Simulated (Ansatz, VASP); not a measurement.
# Ga3O4: VASP beside Ansatz

```xyz
7
Lattice="5.7384 -1.5118 0.0698 5.7384 1.5118 0.0698 -2.1636 0.0000 4.6552" Properties=species:S:1:pos:R:3 pbc="T T T"
Ga    2.6094    0.0000    1.3188
Ga    6.7038    0.0000    3.4761
Ga    0.0000    0.0000    0.0000
O     9.4800    0.0000    0.8627
O     2.5030    0.0000    3.2586
O    -0.1667    0.0000    3.9321
O     6.8103    0.0000    1.5362
```

Alike in both runs: functional PBE; k mesh 10 × 10 × 8; occupations gaussian, width 0.1 eV; no spin polarisation.

Ansatz relaxed the structure, and its values are those at the end. VASP's run is a single point on that final structure, the one shown.

|  | VASP | Ansatz |
| --- | --- | --- |
| version | VASP 6.6.1 | Ansatz 0.2.0 |
| potentials or method | VASP PAW PBE potentials, release 64 (Ga_d, O), cutoff 520 eV | scalar-relativistic, plane waves, PAW |
| valence electrons in the cell | 63 | 63 |

Ansatz gave:

| Quantity | Value |
| --- | --- |
| gap on the k mesh at the Fermi level (eV) | none |
| pressure (GPa) | 0.0 |
| rms of the force components (eV/Å) | 0.000 |

**Question.** What did VASP give for the same quantities?

**Answer.** gap on the k mesh at the Fermi level (eV): none; pressure (GPa): 0.7; rms of the force components (eV/Å): 0.019.

A gap of «none» marks a metal or a gap that the smearing closes.
